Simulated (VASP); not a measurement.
Pt: single point with LDA

The system is Pt.

```
Pt
1.0
     2.75075    0.00000    0.00000
    -1.37538    2.38222    0.00000
     0.00000    0.00000    4.71834
Pt
2
Cartesian
  0.0000 1.5881 1.1796
  1.3754 0.7941 3.5388
```

This isn't the form of Pt at room conditions, which is fcc.

| Property | Result |
| --- | --- |
| Program | VASP 6.6.1 |
| Task | single point |
| Functional | LDA |
| Potentials or basis | VASP PAW LDA potentials, release 64 (Pt) |
| Cutoff | 520 eV |
| k mesh | 15 × 15 × 8 |
| Occupations | fermi-dirac, width 0.1 eV |
| Spin | no spin polarisation |

* Pressure: -9.9 GPa
* Band gap on the k mesh: zero (bands 10 and 11 overlap by 1.26 eV)

Stress tensor (GPa, compression positive):
```
-10.18   0.00   0.00
  0.00 -10.18   0.00
  0.00   0.00  -9.28
```

Levels at points of the mesh, in eV from the Fermi level:
| k point | band 6 | band 7 | band 8 | band 9 | band 10 | band 11 | band 12 | band 13 | band 14 | band 15 |
| --- | --- | --- | --- | --- | --- | --- | --- | --- | --- | --- |
| (0.00, 0.00, 0.00) | -3.16 | -3.16 | -1.96 | -1.96 | -0.75 | -0.24 | -0.24 | 4.94 | 15.00 | 15.83 |
| (0.00, 0.00, 0.50) | -3.56 | -3.56 | -3.56 | -0.85 | -0.85 | -0.85 | -0.85 | 12.30 | 12.30 | 15.46 |

Run time: 61 s on 1 thread of Intel Xeon 8259CL, with other jobs on the host, peak memory 0.18 GiB.

Caveat: the cell stands under tension; spin-orbit coupling is left out, which moves the levels of the heavy elements.
